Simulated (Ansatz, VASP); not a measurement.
## BN in VASP and in Ansatz

```xyz
4
Lattice="2.6511 0.0000 0.0000 -1.3255 2.2959 0.0000 0.0000 0.0000 6.1341" Properties=species:S:1:pos:R:3 pbc="T T T"
B     0.0000    1.5306    1.5335
B     1.3255    0.7653    4.6006
N     0.0000    1.5306    4.6006
N     1.3255    0.7653    1.5335
```

Alike in both runs: task single point; functional LDA; k mesh 12 × 12 × 4; occupations gaussian, width 0.05 eV; no spin polarisation.

```csv
,VASP,Ansatz
version,VASP 6.6.1,Ansatz 0.2.0
potentials or method,"VASP PAW LDA potentials, release 64 (B, N), cutoff 520 eV","scalar-relativistic, plane waves, PAW"
valence electrons in the cell,16,16
```

VASP gave:

- gap on the k mesh at the Fermi level (eV): 3.68
- least direct gap on the mesh (eV): 3.87

Problem. What did Ansatz give for the same quantities?

Solution. gap on the k mesh at the Fermi level (eV): 3.69; least direct gap on the mesh (eV): 3.87.

Ansatz warns that its potentials were made for another functional, while VASP's fit it. LDA's correlation is that of Perdew and Zunger in VASP and of Perdew and Wang (1992) in Ansatz.
